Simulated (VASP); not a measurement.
**O: electric field gradients with LDA**

The system is O.

```
O
1.0
     1.40411    0.81066    3.36224
    -1.40411    0.81066    3.36224
     0.00000   -1.62133    3.36224
O
2
Direct
  0.05770 0.05770 0.05770
  0.94230 0.94230 0.94230
```

```
Program                : VASP 6.6.1
Task                   : electric field gradients
Functional             : LDA
Potentials or basis    : VASP PAW LDA potentials, release 64 (O)
Cutoff                 : 520 eV
k mesh                 : 10 × 10 × 10
Occupations            : fermi-dirac, width 0.02 eV
Spin                   : no spin polarisation
Dipole correction      : no
Further INCAR settings : ALGO = Normal; EDIFF = 1e-08; NBANDS = 13
```

```
Pressure                                : 6.5 GPa
Largest force                           : 5.223 eV/Å
Band gap on the k mesh                  : zero (bands 6 and 7 overlap by 1.43 eV)
Largest electric field gradient by atom : O +110.2 V/Å²
```

Forces in eV/Å, atoms in the order of the input:
```
O    0.000  0.000  5.223
O    0.000  0.000 -5.223
```

Stress tensor (GPa, compression positive):
```
-12.60   0.00   0.00
  0.00 -12.60   0.00
  0.00   0.00  44.81
```

Levels at points of the mesh, in eV from the Fermi level:
```
           k point  band 3  band 4  band 5  band 6  band 7  band 8  band 9  band 10
(0.00, 0.00, 0.00)   -9.49   -6.84   -6.84    0.61    0.61    8.01   11.98    14.58
(0.50, 0.00, 0.00)   -9.35   -8.04   -7.26   -0.81    0.07   10.65   12.25    13.24
(0.50, 0.50, 0.00)   -9.13   -7.48   -7.34   -1.49    0.67   10.33   11.24    15.06
(0.50, 0.50, 0.50)   -7.16   -6.95   -6.95    0.88    0.88    8.10    8.13    13.81
```

Electric field gradients, principal values (V/Å²):
```
atom    least   middle  greatest (by size)
 1 O  -55.107  -55.107             110.213
 2 O  -55.107  -55.107             110.213
```

Run time: 43 s on 1 thread of Intel(R) Xeon(R) Platinum 8375C CPU @ 2.90GHz (Ice Lake) (shared host), peak memory 0.14 GiB.

Caveat: the standard files for N, O and F lose accuracy on very short bonds; spin is off for a triplet molecule; the cell stands under pressure; without QUAD_EFG the Cq values of the log hold for a quadrupole moment of 1 mb, not for the nuclei; forces of over 1 eV/Å act on the atoms, so gaps and moduli don't describe the material at rest.
